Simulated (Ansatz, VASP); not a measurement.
LiTi12: VASP beside Ansatz

```
Ti Li
1.0
     5.90000    0.00000    0.00000
    -4.42500    7.66432    0.00000
     0.00000    0.00000    4.68460
Ti Li
12 1
Cartesian
  0.0917 0.1204 0.0965
  0.1543 1.7241 2.6116
  -1.5327 2.1598 0.7621
  -1.4059 4.7798 1.6732
  -3.0986 5.2103 -0.1694
  -3.0260 6.8176 2.3503
  2.8934 -0.1091 0.1385
  2.7856 1.6415 2.6867
  1.4394 2.6574 0.2003
  1.5100 4.2856 2.2306
  0.1759 5.3009 -0.2502
  0.0724 7.0538 2.3047
  -1.4710 3.4690 3.5598
```

Alike in both runs: functional PBE; k mesh 3 × 2 × 3; occupations fermi-dirac, width 0.1 eV; no spin polarisation.

Ansatz relaxed the structure, and its values are those at the end. VASP's run is a single point on that final structure, the one shown.

```csv
,VASP,Ansatz
version,VASP 6.6.1,Ansatz 0.2.0
potentials or method,"VASP PAW PBE potentials, release 64 (Ti_sv, Li_sv), cutoff 520 eV","scalar-relativistic, plane waves, PAW"
valence electrons in the cell,147,147
```

|  | VASP | Ansatz | Ansatz less VASP |
| --- | --- | --- | --- |
| rms of the force components (eV/Å) | 0.017 | 0.017 | -0.0004 |

The k mesh is coarse, so the values compare programs but aren't converged. Noted on VASP's run: the cutoff is under 1.25 times that of the potentials, so the pressure is a little rough.
